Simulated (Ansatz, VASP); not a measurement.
SrO in VASP and in Ansatz

```
CELL_PARAMETERS angstrom
0.00000 2.56980 2.56980
2.56980 0.00000 2.56980
2.56980 2.56980 0.00000
ATOMIC_POSITIONS crystal
Sr 0.00000 0.00000 0.00000
O 0.50000 0.50000 0.50000
```

Alike in both runs: task single point; functional r2SCAN; k mesh 8 × 8 × 8; occupations gaussian, width 0.05 eV; no spin polarisation.

|  | VASP | Ansatz |
| --- | --- | --- |
| version | VASP 6.6.1 | Ansatz 0.2.0 |
| potentials or method | VASP PAW PBE potentials, release 64 (Sr_sv, O), cutoff 520 eV | scalar-relativistic, plane waves, PAW |
| valence electrons in the cell | 16 | 16 |

Ansatz gave:

| Item | Value |
| --- | --- |
| gap on the k mesh at the Fermi level (eV) | 3.79 |
| least direct gap on the mesh (eV) | 3.87 |
| pressure (GPa) | 1.1 |

Problem. What did VASP give for the same quantities?

Solution. gap on the k mesh at the Fermi level (eV): 3.74; least direct gap on the mesh (eV): 3.83; pressure (GPa): 1.7.

VASP's potentials were made for PBE, not for r2SCAN. With one functional, cell and mesh, what is left measures potentials, basis and numerics.
